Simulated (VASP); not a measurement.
# Ir5Ru (P-3m1) in VASP: further runs, part 2 of 2

VASP 6.6.1.

**4. Relaxation of shape and atoms at fixed volume, PBE (15.81 Å³/atom)**

This run uses another cell than the first one, of 15.81 Å³/atom.

INCAR

```
  PREC = Accurate
  ENCUT = 600
  EDIFF = 1E-6
  ISMEAR = 0
  SIGMA = 0.1
  LREAL = False
  LASPH = True
  NELM = 60
  ALGO = Fast
  ISIF = 4
  LWAVE = False
  LCHARG = False
  GGA = PE
  IBRION = 2
  NSW = 50
  EDIFFG = -0.01
```

KPOINTS

```
Automatic mesh
0
Gamma
  18 18 4
```

POSCAR

```
Ir5Ru
1.0
    2.8152487080      0.0000000299      0.0000000000
   -1.4076243799      2.4380768842      0.0000000000
    0.0000000000      0.0000000000     13.8237636810
Ru Ir
1 5
Direct
    0.0000000000      0.0000000000      0.5000000000
    0.3333333333      0.6666666667      0.8333901739
    0.6666666667      0.3333333333      0.6637058595
    0.3333333333      0.6666666667      0.3362941405
    0.6666666667      0.3333333333      0.1666098261
    0.0000000000      0.0000000000      0.0000000000
```

Potentials or basis: VASP PAW PBE potentials, release 64 (Ru_pv, Ir).

The run is started by

```sh
$ cat potpaw_PBE.64/Ru_pv/POTCAR potpaw_PBE.64/Ir/POTCAR > POTCAR
$ mpirun -np 1 vasp_std > vasp.out
```

OUTCAR:

```text
PREC = Accurate
   ENCUT = 600
   EDIFF = 1E-6
   ISMEAR = 0
   LREAL = False
   LASPH = True
   NELM = 60
   ISIF = 4
   GGA = PE
   IBRION = 2
   NSW = 50
   EDIFFG = -0.01

 ion  position               nearest neighbor table
   1  0.000  0.000  0.500-   3 2.79   4 2.79   3 2.79   4 2.79   3 2.79   4 2.79
   2  0.333  0.667  0.833-   6 2.82   6 2.82   6 2.82   3 2.85   3 2.85   3 2.85
   3  0.667  0.333  0.664-   1 2.79   1 2.79   1 2.79   2 2.85   2 2.85   2 2.85
   4  0.333  0.667  0.336-   1 2.79   1 2.79   1 2.79   5 2.85   5 2.85   5 2.85
   5  0.667  0.333  0.167-   6 2.82   6 2.82   6 2.82   4 2.85   4 2.85   4 2.85
   6  0.000  0.000  0.000-   2 2.82   5 2.82   5 2.82   2 2.82   5 2.82   2 2.82

  LATTYP: Found a hexagonal cell.
 ALAT       =     2.8152487080
 C/A-ratio  =     4.9103170323

  Lattice vectors:

 A1 = (   2.8152487080,   0.0000000299,   0.0000000000)
 A2 = (  -1.4076243799,   2.4380768842,   0.0000000000)
 A3 = (   0.0000000000,   0.0000000000,  13.8237636810)

Analysis of symmetry for initial positions (statically):
=====================================================================
 Subroutine PRICEL returns:
 Original cell was already a primitive cell.

[... 186 lines left out ...]
  --------------------------------------------------------------------------------------
  -------------------------------------------------------------------------------------
  Total      -15.0147030    -15.0147030    -14.9077385      0.0000000      0.0000000     -0.0000000
  in kB     -253.5343813   -253.5343813   -251.7282059      0.0000000      0.0000000     -0.0000000
  external PRESSURE =    -252.9323229 kB  Pullay stress =       0.0000000 kB
[... 107 lines left out ...]
--------------------------------------- Ionic step        4  -------------------------------------------

 number of electron      59.0000000 magnetization

 Free energy of the ion-electron system (eV)
  ---------------------------------------------------
  ext. energy  EPLUGINS =         0.00000000
  ---------------------------------------------------
  free energy    TOTEN  =       -52.82311722 eV

  energy without entropy =      -52.79289559  energy(sigma->0) =      -52.80800641

 E-fermi :   8.8111     XC(G=0): -13.3097

 val. band max:        8.8103186394   @ k =  -0.0556   0.3889   0.2500
 cond. band min:       8.8137282896   @ k =   0.3889   0.1667   0.0000
 fundamental gap:      0.0034096503
 Fermi energy:         8.8110654692

 k-point     1 :       0.0000    0.0000    0.0000
  band No.  band energies     occupation
      1     -34.1626      2.00000
      2     -33.8146      2.00000
      3     -33.8146      2.00000
      4      -0.8680      2.00000
      5       0.0617      2.00000
      6       0.5218      2.00000
[... 901 lines left out ...]
     34      10.7595      0.00000
     35      11.2631      0.00000

 [... further k-points ...]

------------------------ aborting loop because EDIFF is reached ----------------------------------------

  FORCE on cell =-STRESS in cart. coord.  units (eV):
  Direction    XX          YY          ZZ          XY          YZ          ZX
  --------------------------------------------------------------------------------------
  -------------------------------------------------------------------------------------
  Total      -14.9891348    -14.9891348    -14.9262344      0.0000000      0.0000000      0.0000000
  in kB     -253.1026425   -253.1026425   -252.0405220      0.0000000      0.0000000      0.0000000
  external PRESSURE =    -252.7486023 kB  Pullay stress =       0.0000000 kB
[... 21 lines left out ...]
  FREE ENERGIE OF THE ION-ELECTRON SYSTEM (eV)
  ---------------------------------------------------
  free  energy   TOTEN  =       -52.8231172167 eV

  energy  without entropy=      -52.7928955943  energy(sigma->0) =      -52.80800641

 reached required accuracy - stopping structural energy minimisation
```

CONTCAR:

```text
Ir5Ru
   1.00000000000000
     2.8152124435117978    0.0000000299012631   -0.0000000000000000
    -1.4076062476541378    2.4380454782065546    0.0000000000000000
    -0.0000000000000001    0.0000000000000000   13.8241198282901703
  Ru              Ir
     1     5
Direct
     1.0000000000000000    0.0000000000000000    0.5000000000000000
     0.3333333332999970    0.6666666667000030    0.8336329528242366
     0.6666666667000030    0.3333333332999970    0.6634690648526149
     0.3333333332999970    0.6666666667000030    0.3365309351473850
     0.6666666667000030    0.3333333332999970    0.1663670471757634
     1.0000000000000000    0.0000000000000000    0.0000000000000000

  0.00000000E+00  0.00000000E+00  0.00000000E+00
  0.00000000E+00  0.00000000E+00  0.00000000E+00
  0.00000000E+00  0.00000000E+00  0.00000000E+00
  0.00000000E+00  0.00000000E+00  0.00000000E+00
  0.00000000E+00  0.00000000E+00  0.00000000E+00
  0.00000000E+00  0.00000000E+00  0.00000000E+00
```

Run time: 81 min. Hardware: 1 thread of Oxide Virtual Turin-like, shared host; peak memory 0.58 GiB.

What came out:

- Free energy: -52.8231 eV
- Energy gained by relaxing: 0.6 meV/atom
- Ionic steps: 4
- Pressure after relaxing: -25.3 GPa

The path:
```csv
step,energy change (eV),largest force (eV/Å),pressure (GPa),volume (Å³)
1,0.0000,0.0400,-25.29,94.88
2,-0.0035,0.0204,-25.28,94.88
3,-0.0036,0.0199,-25.29,94.88
4,-0.0036,0.0009,-25.27,94.88
```

Final structure:
```
Ru Ir
1.0
     2.81521    0.00000    0.00000
    -1.40761    2.43805    0.00000
     0.00000    0.00000   13.82412
Ru Ir
1 5
Direct
  0.00000 0.00000 0.50000
  0.33333 0.66667 0.83363
  0.66667 0.33333 0.66347
  0.33333 0.66667 0.33653
  0.66667 0.33333 0.16637
  0.00000 0.00000 0.00000
```

Caveat: the highest band is partly filled, so the run has too few bands; spin-orbit coupling is left out, which moves the levels of the heavy elements.

**5. The runs side by side**

```csv
task,cell,pressure (GPa)
relaxation of cell and atoms,"relaxed from a = 2.727, b = 2.727, c = 13.389 Å, angles 90.0, 90.0, 120.0°, 6 atoms, atomic positions A",0.0
relaxation of shape and atoms at fixed volume,"relaxed from a = 2.700, b = 2.700, c = 13.254 Å, angles 90.0, 90.0, 120.0°, 6 atoms, atomic positions A",11.9
relaxation of shape and atoms at fixed volume,"relaxed from a = 2.815, b = 2.815, c = 13.824 Å, angles 90.0, 90.0, 120.0°, 6 atoms, atomic positions B",-25.3
```

Alike in all rows: level PBE; potentials or basis VASP PAW PBE potentials, release 64 (Ru_pv, Ir); no spin polarisation; k mesh 18 × 18 × 4; cutoff (eV) 600; smearing gaussian 0.1 eV.

Caveats: the highest band is partly filled, so the run has too few bands; spin-orbit coupling is left out, which moves the levels of the heavy elements.

Absolute energies hang on the potentials; compare differences alone.
